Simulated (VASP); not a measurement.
# MnHg (R3m) in VASP: a series of runs

Runs on MnHg. Level: PBE. Tasks: electric field gradients.

All numbers are computed with VASP 6.6.1; they aren't measurements. Logs are shortened: lines on timing, memory, paths and dates and some standing lists are left out, and cuts for length are marked.

### Step 1. The cell of the first run

It takes space group R3m (No. 160, trigonal). The conventional cell has a = 4.688 Å, b = 4.688 Å, c = 5.742 Å, α = 90.00°, β = 90.00°, γ = 120.00°. Mn (site symmetry 3m) has 4 Hg at 2.18 to 2.72 Å within 2.9 Å. Hg (site symmetry 3m) has 4 Mn at 2.18 to 2.72 Å within 2.9 Å.

### Step 2. Electric field gradients, PBE, collinear spin, ferromagnetic start (shortest bond scaled by 0.76)

INCAR reads:

```
SYSTEM = MnHg
ALGO = Normal ; EDIFF = 1E-8
ENCUT = 520 ; GGA = PE
ISIF = 2 ; ISMEAR = -1
ISPIN = 2 ; LASPH = .TRUE.
LCHARG = .FALSE. ; LEFG = .TRUE.
LMAXMIX = 4 ; LORBIT = 11
LREAL = .FALSE. ; LWAVE = .FALSE.
MAGMOM = 4 0 ; NBANDS = 24
NELM = 150 ; PREC = Accurate
SIGMA = 0.05
```

KPOINTS reads:

```
k-points
0
G
  9 9 9
  0 0 0
```

POSCAR reads:

```
MnHg
1.0
    3.3150000000      0.0000000000      0.0000000000
    0.0000000000      3.3150000000      0.0000000000
    0.0000000000      0.0000000000      3.3150000000
Mn Hg
1 1
Direct
    0.4400000000      0.4400000000      0.4400000000
    0.0600000000      0.0600000000      0.0600000000
```

Potentials or basis: VASP PAW PBE potentials, release 64 (Mn_pv, Hg).

Run with:

```bash
cat potpaw_PBE.64/Mn_pv/POTCAR potpaw_PBE.64/Hg/POTCAR > POTCAR
mpirun -np 1 vasp_std > vasp.out
```

OUTCAR:

```text
SYSTEM = MnHg
   EDIFF = 1E-8
   ENCUT = 520
   GGA = PE
   ISIF = 2
   ISMEAR = -1
   ISPIN = 2
   LASPH = .TRUE.
   LORBIT = 11
   LREAL = .FALSE.
   NELM = 150
   PREC = Accurate

 ion  position               nearest neighbor table
   1  0.440  0.440  0.440-   2 2.18   2 2.72   2 2.72   2 2.72   2 3.17   2 3.17   2 3.17
   2  0.060  0.060  0.060-   1 2.18   1 2.72   1 2.72   1 2.72   1 3.17   1 3.17   1 3.17

  LATTYP: Found a simple cubic cell.
 ALAT       =     3.3150000000

  Lattice vectors:

 A1 = (   3.3150000000,   0.0000000000,   0.0000000000)
 A2 = (   0.0000000000,   3.3150000000,   0.0000000000)
 A3 = (   0.0000000000,   0.0000000000,   3.3150000000)

Analysis of symmetry for initial positions (statically):
=====================================================================
 Subroutine PRICEL returns:
 Original cell was already a primitive cell.

 Routine SETGRP: Setting up the symmetry group for a
 simple cubic supercell.

 Subroutine GETGRP returns: Found  6 space group operations
 (whereof  6 operations were pure point group operations)
 out of a pool of 48 trial point group operations.

The static configuration has the point symmetry C_3v.

Analysis of symmetry for dynamics (positions and initial velocities):
=====================================================================
 Subroutine PRICEL returns:
 Original cell was already a primitive cell.

 Routine SETGRP: Setting up the symmetry group for a
 simple cubic supercell.

 Subroutine GETGRP returns: Found  6 space group operations
 (whereof  6 operations were pure point group operations)
 out of a pool of 48 trial point group operations.

The dynamic configuration has the point symmetry C_3v.

Analysis of structural, dynamic, and magnetic symmetry:
=====================================================================
 Subroutine PRICEL returns:
 Original cell was already a primitive cell.

 Routine SETGRP: Setting up the symmetry group for a
 simple cubic supercell.

 Subroutine GETGRP returns: Found  6 space group operations
 (whereof  6 operations were pure point group operations)
 out of a pool of 48 trial point group operations.

The overall configuration has the point symmetry C_3v.

 Subroutine INISYM returns: Found  6 space group operations
 (whereof  6 operations are pure point group operations),
 and found     1 'primitive' translations

----------------------------------------------------------------------------------------

                                     Primitive cell

  volume of cell :      36.4293

  direct lattice vectors                    reciprocal lattice vectors
     3.315000000  0.000000000  0.000000000     0.301659125  0.000000000  0.000000000
     0.000000000  3.315000000  0.000000000     0.000000000  0.301659125  0.000000000
     0.000000000  0.000000000  3.315000000     0.000000000  0.000000000  0.301659125

  length of vectors
     3.315000000  3.315000000  3.315000000     0.301659125  0.301659125  0.301659125

  position of ions in fractional coordinates (direct lattice)
     0.440000000  0.440000000  0.440000000
     0.060000000  0.060000000  0.060000000

  ion indices of the primitive-cell ions
   primitive index   ion index
                 1           1
                 2           2

----------------------------------------------------------------------------------------

 KPOINTS: k-points

Automatic generation of k-mesh.
 Grid dimensions read from file:
 generate k-points for:    9    9    9

 Generating k-lattice:

  Cartesian coordinates                     Fractional coordinates (reciprocal lattice)
     0.033517681  0.000000000  0.000000000     0.111111111  0.000000000  0.000000000
     0.000000000  0.033517681  0.000000000     0.000000000  0.111111111  0.000000000
     0.000000000  0.000000000  0.033517681     0.000000000  0.000000000  0.111111111

[... 58 lines left out ...]
   EDIFFG = 0.1E-06   stopping-criterion for IOM
   NSW    =      0    number of steps for IOM
   IBRION =     -1    ionic relax: 0-MD 1-quasi-New 2-CG
   NFREE  =      0    steps in history (QN), initial steepest desc. (CG)
   ISIF   =      2    stress and relaxation
   ISYM   =      2    0-nonsym 1-usesym 2-fastsym
   POTIM  = 0.5000    time-step for ionic-motion
   TEBEG  =    0.0;   TEEND  =   0.0 temperature during run
   PSTRESS=    0.0 pullay stress
   NELECT =      25.0000    total number of electrons
   NUPDOWN=      -1.0000    fix difference up-down
   EMIN   =  10.00;   EMAX   =-10.00  energy-range for DOS
   EFERMI =   0.00;   METHOD = LEGACY
   ISMEAR =    -1;   SIGMA  =   0.05  broadening in eV -4-tet -1-fermi 0-gaus
   EFERMI_NEDOS =   21; number of points for ismear=-14 and -15
   IALGO  =     38    algorithm
   IMIX   =      4    mixing-type and parameters
     AMIX     =   0.40;   BMIX     =  1.00
     AMIX_MAG =   1.60;   BMIX_MAG =  1.00
  volume/ion in A,a.u.               =      18.21       122.92
  Fermi-wavevector in a.u.,A,eV,Ry     =   1.444014  2.728790 28.370534  2.085175
  Thomas-Fermi vector in A             =   2.562356
   LORBIT       =     11    0 simple, 1 ext, 2 COOP (PROOUT), +10 PAW based schemes
   GGA     = PE    functional components
   LHFCALC =     F    Hartree Fock is set to
   AEXX    =    0.0000 exact exchange contribution
   IVDW    =     0    specifies the selected vdW correction
   LEPSILON=     F    determine dielectric tensor
   LRPA    =     F    only Hartree local field effects (RPA)
 spin polarized calculation
  energy-cutoff  :      520.00
  volume of cell :       36.43
 maximum number of plane-waves:       993
 NGX is ok and might be reduce to    28
   NGX = 13   NGY = 13   NGZ = 13

 number of electron      24.9999991 magnetization       3.6938277

 Free energy of the ion-electron system (eV)
  ---------------------------------------------------
  ext. energy  EPLUGINS =         0.00000000
  ---------------------------------------------------
  free energy    TOTEN  =        -7.06061637 eV

  energy without entropy =       -7.04970538  energy(sigma->0) =       -7.05516088

 E-fermi :   5.4577     XC(G=0): -11.5782

 val. band max:        5.4486575641   @ k =   0.2222   0.0000   0.0000
 cond. band min:       5.4610872350   @ k =  -0.2222   0.2222   0.1111
 fundamental gap:      0.0124296709
 Fermi energy:         5.4576970469

 spin component 1

 k-point     1 :       0.0000    0.0000    0.0000
  band No.  band energies     occupation
      1     -44.5239      1.00000
      2     -44.3971      1.00000
      3     -44.3971      1.00000
      4      -4.1463      1.00000
      5      -3.2779      1.00000
      6      -3.2779      1.00000
[... 637 lines left out ...]
     23      22.3406      0.00000
     24      23.4407      0.00000

 [... further k-points ...]

 spin component 2

 k-point     1 :       0.0000    0.0000    0.0000
  band No.  band energies     occupation
      1     -40.7405      1.00000
      2     -40.5597      1.00000
      3     -40.5597      1.00000
      4      -3.9509      1.00000
      5      -3.1979      1.00000
      6      -3.1979      1.00000
[... 637 lines left out ...]
     23      22.7792      0.00000
     24      23.7278      0.00000

 [... further k-points ...]

------------------------ aborting loop because EDIFF is reached ----------------------------------------

  FORCE on cell =-STRESS in cart. coord.  units (eV):
  Direction    XX          YY          ZZ          XY          YZ          ZX
  --------------------------------------------------------------------------------------
  -------------------------------------------------------------------------------------
  Total        4.7555263      4.7555263      4.7555263      4.1091353      4.1091353      4.1091353
  in kB      209.1503369    209.1503369    209.1503369    180.7217502    180.7217502    180.7217502
  external PRESSURE =     209.1503369 kB  Pullay stress =       0.0000000 kB

 VOLUME and BASIS-vectors are now :
 -----------------------------------------------------------------------------
  energy-cutoff  :      520.00
  volume of cell :       36.43
      direct lattice vectors                 reciprocal lattice vectors
     3.315000000  0.000000000  0.000000000     0.301659125  0.000000000  0.000000000
     0.000000000  3.315000000  0.000000000     0.000000000  0.301659125  0.000000000
     0.000000000  0.000000000  3.315000000     0.000000000  0.000000000  0.301659125

 POSITION                                       TOTAL-FORCE (eV/Angst)
 -----------------------------------------------------------------------------------
      1.45860      1.45860      1.45860         3.828265      3.828265      3.828265
      0.19890      0.19890      0.19890        -3.828265     -3.828265     -3.828265
 -----------------------------------------------------------------------------------
    total drift:                                0.000922      0.000922      0.000910

  FREE ENERGIE OF THE ION-ELECTRON SYSTEM (eV)
  ---------------------------------------------------
  free  energy   TOTEN  =        -7.0606163702 eV

  energy  without entropy=       -7.0497053844  energy(sigma->0) =       -7.05516088

 Electric field gradients (V/A^2)
---------------------------------------------------------------------
 ion       V_xx      V_yy      V_zz      V_xy      V_xz      V_yz
---------------------------------------------------------------------
   1       0.000     0.000     0.000   -10.157   -10.157   -10.157
   2      -0.000    -0.000     0.000    49.277    49.277    49.277
---------------------------------------------------------------------

 Electric field gradients after diagonalization (V/A^2)
 (convention: |V_zz| > |V_xx| > |V_yy|)
----------------------------------------------------------------------
 ion       V_xx      V_yy      V_zz     asymmetry (V_yy - V_xx)/ V_zz
----------------------------------------------------------------------
   1      10.157    10.157   -20.314       0.000
   2     -49.277   -49.277    98.554       0.000
----------------------------------------------------------------------

           NMR quadrupolar parameters

 Cq : quadrupolar parameter    Cq=e*Q*V_zz/h
 eta: asymmetry parameters     (V_yy - V_xx)/ V_zz
 Q  : nuclear electric quadrupole moment in mb (millibarn)
----------------------------------------------------------------------
 ion       Cq(MHz)       eta       Q (mb)
----------------------------------------------------------------------
   1      -0.049       0.000       1.000
   2       0.238       0.000       1.000
----------------------------------------------------------------------

 total charge

# of ion       s       p       d       tot
------------------------------------------
    1        0.295   6.218   5.101  11.614
    2        0.906   0.563   9.280  10.749
--------------------------------------------------
tot          1.201   6.781  14.381  22.364

 magnetization (x)

# of ion       s       p       d       tot
------------------------------------------
    1        0.025   0.012   3.577   3.614
    2       -0.044  -0.059   0.093  -0.011
--------------------------------------------------
tot         -0.019  -0.047   3.670   3.603
```

Wall time 3 min (1 thread of Intel Xeon 8259CL, shared host); peak memory 0.26 GiB.

What came out:

```
Free energy                                           : -7.0606 eV
Pressure                                              : 20.9 GPa
Largest force                                         : 6.631 eV/Å
Net moment                                            : 3.69 μB per cell
Site moments                                          : Mn +3.61; Hg -0.01 μB
Largest electric field gradient by atom               : Mn -20.3; Hg +98.6 V/Å²
Valence electrons inside the program's atomic spheres : Mn 11.61; Hg 10.75
```

Forces on the atoms (eV/Å):
```
Mn   3.828  3.828  3.828
Hg  -3.828 -3.828 -3.828
```

Stress tensor (GPa, compression positive):
```
20.92 18.07 18.07
18.07 20.92 18.07
18.07 18.07 20.92
```

Electric field gradients, principal values (V/Å²):
```csv
atom,least,middle,greatest (by size)
1 Mn,10.157,10.157,-20.314
2 Hg,-49.277,-49.277,98.554
```

Caveat: the cell differs from its parent crystal (shortest bond scaled by 0.76); the cell stands under pressure; without QUAD_EFG the Cq values of the log hold for a quadrupole moment of 1 mb, not for the nuclei; spin-orbit coupling is left out, which moves the levels of the heavy elements; forces of over 1 eV/Å act on the atoms, so gaps and moduli don't describe the material at rest.

### Step 3. Electric field gradients, PBE, collinear spin, ferromagnetic start (shortest bond scaled by 0.76)

INCAR reads:

```
PREC     = Accurate       # precision mode
ENCUT    = 520            # plane-wave cutoff, eV
EDIFF    = 1E-8           # SCF threshold, eV
ISMEAR   = -1             # smearing method
SIGMA    = 0.05           # smearing width, eV
LREAL    = F              # projectors in reciprocal space
LASPH    = T              # aspherical terms in the spheres
NELM     = 150            # most SCF steps
ALGO     = Normal         # electronic algorithm
ISIF     = 2              # what is computed and relaxed
LWAVE    = F              # write WAVECAR
LCHARG   = F              # write CHGCAR
ISPIN    = 2              # spin polarisation
MAGMOM   = 4 0            # initial moments
LORBIT   = 11             # projections on sites
LMAXMIX  = 4              # l up to which the mixer works
GGA      = PE             # functional
LEFG     = T            
NBANDS   = 24             # bands
```

KPOINTS reads:

```
regular mesh
0
Gamma
  9 9 9
```

POSCAR is that of step 2.

Potentials or basis: VASP PAW PBE potentials, release 64 (Mn_pv, Hg).

Run with:

```bash
cat potpaw_PBE.64/Mn_pv/POTCAR potpaw_PBE.64/Hg/POTCAR > POTCAR
mpirun -np 1 vasp_std > vasp.out
```

OUTCAR:

```text
PREC = Accurate
   ENCUT = 520
   EDIFF = 1E-8
   ISMEAR = -1
   LREAL = F
   LASPH = T
   NELM = 150
   ISIF = 2
   ISPIN = 2
   LORBIT = 11
   GGA = PE

 ion  position               nearest neighbor table
   1  0.440  0.440  0.440-   2 2.18   2 2.72   2 2.72   2 2.72   2 3.17   2 3.17   2 3.17
   2  0.060  0.060  0.060-   1 2.18   1 2.72   1 2.72   1 2.72   1 3.17   1 3.17   1 3.17

  LATTYP: Found a simple cubic cell.
 ALAT       =     3.3150000000

  Lattice vectors:

 A1 = (   3.3150000000,   0.0000000000,   0.0000000000)
 A2 = (   0.0000000000,   3.3150000000,   0.0000000000)
 A3 = (   0.0000000000,   0.0000000000,   3.3150000000)

Analysis of symmetry for initial positions (statically):
=====================================================================
 Subroutine PRICEL returns:
 Original cell was already a primitive cell.

 Routine SETGRP: Setting up the symmetry group for a
 simple cubic supercell.

 Subroutine GETGRP returns: Found  6 space group operations
 (whereof  6 operations were pure point group operations)
 out of a pool of 48 trial point group operations.

[... 1511 lines left out ...]
    total drift:                                0.000922      0.000922      0.000910

  FREE ENERGIE OF THE ION-ELECTRON SYSTEM (eV)
  ---------------------------------------------------
  free  energy   TOTEN  =        -7.0606163702 eV

  energy  without entropy=       -7.0497053844  energy(sigma->0) =       -7.05516088

 Electric field gradients (V/A^2)
---------------------------------------------------------------------
 ion       V_xx      V_yy      V_zz      V_xy      V_xz      V_yz
---------------------------------------------------------------------
   1       0.000     0.000     0.000   -10.157   -10.157   -10.157
   2      -0.000    -0.000     0.000    49.277    49.277    49.277
---------------------------------------------------------------------

 Electric field gradients after diagonalization (V/A^2)
 (convention: |V_zz| > |V_xx| > |V_yy|)
----------------------------------------------------------------------
 ion       V_xx      V_yy      V_zz     asymmetry (V_yy - V_xx)/ V_zz
----------------------------------------------------------------------
   1      10.157    10.157   -20.314       0.000
   2     -49.277   -49.277    98.554       0.000
----------------------------------------------------------------------

           NMR quadrupolar parameters

 Cq : quadrupolar parameter    Cq=e*Q*V_zz/h
 eta: asymmetry parameters     (V_yy - V_xx)/ V_zz
 Q  : nuclear electric quadrupole moment in mb (millibarn)
----------------------------------------------------------------------
 ion       Cq(MHz)       eta       Q (mb)
----------------------------------------------------------------------
   1      -0.049       0.000       1.000
   2       0.238       0.000       1.000
----------------------------------------------------------------------

 total charge

# of ion       s       p       d       tot
------------------------------------------
    1        0.295   6.218   5.101  11.614
    2        0.906   0.563   9.280  10.749
--------------------------------------------------
tot          1.201   6.781  14.381  22.364

 magnetization (x)

# of ion       s       p       d       tot
------------------------------------------
    1        0.025   0.012   3.577   3.614
    2       -0.044  -0.059   0.093  -0.011
--------------------------------------------------
tot         -0.019  -0.047   3.670   3.603
```

stdout:

```text
POSCAR found type information on POSCAR MnHg
 POSCAR found :  2 types and       2 ions
 scaLAPACK will be used
 LDA part: xc-table for (Slater+PW92), standard interpolation
 POSCAR, INCAR and KPOINTS ok, starting setup
 FFT: planning ... GRIDC
 FFT: planning ... GRID_SOFT
 FFT: planning ... GRID
 WAVECAR not read
 entering main loop
ion   1

ion   2
```

It took 3.2 min on 1 thread of Intel Xeon 8259CL, shared host; peak memory 0.26 GiB.

Results:

```
Free energy                                           : -7.0606 eV
Pressure                                              : 20.9 GPa
Largest force                                         : 6.631 eV/Å
Net moment                                            : 3.69 μB per cell
Site moments                                          : Mn +3.61; Hg -0.01 μB
Largest electric field gradient by atom               : Mn -20.3; Hg +98.6 V/Å²
Valence electrons inside the program's atomic spheres : Mn 11.61; Hg 10.75
```

Forces on the atoms (eV/Å):
```
Mn   3.828  3.828  3.828
Hg  -3.828 -3.828 -3.828
```

Stress tensor (GPa, compression positive):
```
20.92 18.07 18.07
18.07 20.92 18.07
18.07 18.07 20.92
```

Levels at points of the mesh, in eV from the Fermi level:
Spin up:
```csv
k point,band 12,band 13,band 14,band 15,band 16,band 17
"(0.00, 0.00, 0.00)",-2.03,-2.03,-1.47,5.64,5.99,5.99
```
Spin down:
| k point | band 8 | band 9 | band 10 | band 11 | band 12 | band 13 | band 14 | band 15 |
| --- | --- | --- | --- | --- | --- | --- | --- | --- |
| (0.00, 0.00, 0.00) | -7.28 | -7.28 | -0.14 | -0.14 | 1.45 | 1.45 | 1.61 | 6.07 |

Electric field gradients, principal values (V/Å²):
| atom | least | middle | greatest (by size) |
| --- | --- | --- | --- |
| 1 Mn | 10.157 | 10.157 | -20.314 |
| 2 Hg | -49.277 | -49.277 | 98.554 |

Caveat: the cell differs from its parent crystal (shortest bond scaled by 0.76); the cell stands under pressure; without QUAD_EFG the Cq values of the log hold for a quadrupole moment of 1 mb, not for the nuclei; spin-orbit coupling is left out, which moves the levels of the heavy elements; forces of over 1 eV/Å act on the atoms, so gaps and moduli don't describe the material at rest.

(Part 1 of 2 ends here.)
